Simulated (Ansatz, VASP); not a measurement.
## Two plane-wave programs on SiC

```xyz
2
Lattice="0.0136 2.1866 2.1730 2.1866 0.0136 2.1730 2.2002 2.2002 0.0000" Properties=species:S:1:pos:R:3 pbc="T T T"
Si    0.0000    0.0000    0.0027
C     1.1001    1.1001    1.0838
```

Change from the starting cell: strained cell.

Alike in both runs: functional PBEsol; k mesh 10 × 10 × 10; occupations gaussian, width 0.02 eV; no spin polarisation.

Ansatz relaxed the structure, and its values are those at the end. VASP's run is a single point on that final structure, the one shown.

|  | VASP | Ansatz |
| --- | --- | --- |
| version | VASP 6.6.1 | Ansatz 0.2.0 |
| potentials or method | VASP PAW PBE potentials, release 64 (Si, C), cutoff 600 eV | scalar-relativistic, plane waves, PAW |
| valence electrons in the cell | 8 | 8 |

```csv
,VASP,Ansatz,Ansatz less VASP
gap on the k mesh at the Fermi level (eV),1.14,1.16,+0.010
least direct gap on the mesh (eV),4.33,4.34,+0.014
pressure (GPa),-0.9,-1.1,-0.23
```

VASP's potentials were made for PBE, not for PBEsol, and Ansatz warns of the same on its side. With one functional, cell and mesh, what is left measures potentials, basis and numerics. Ansatz's warnings: stress scf threshold loose.
